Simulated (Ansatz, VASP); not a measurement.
ScAl3 in VASP and in Ansatz

```
Sc Al
1.0
     4.20796    0.00000    0.00000
     0.00000    4.00270    0.00000
     0.00000    0.00000    4.10533
Sc Al
1 3
Direct
  0.00000 0.00000 0.00000
  0.50000 0.00000 0.50000
  0.00000 0.50000 0.50000
  0.50000 0.50000 0.00000
```

Change from the starting cell: strain +0.0250 x Voigt [1, -1, 0, 0, 0, 0], atoms carried along.

Alike in both runs: task single point; functional PBE; k mesh 12 × 12 × 12; occupations gaussian, width 0.15 eV; no spin polarisation.

```csv
,VASP,Ansatz
version,VASP 6.6.1,Ansatz 0.2.0
potentials or method,"VASP PAW PBE potentials, release 64 (Sc_sv, Al), cutoff 520 eV","scalar-relativistic, plane waves, PAW"
valence electrons in the cell,20,20
```

```csv
,VASP,Ansatz,Ansatz less VASP
gap on the k mesh at the Fermi level (eV),none,none,-
pressure (GPa),0.2,0.2,0.00
"traceless stress, the component that is largest in VASP (GPa)",-3.55,-3.54,+0.005
```

A gap of «none» marks a metal or a gap that the smearing closes.
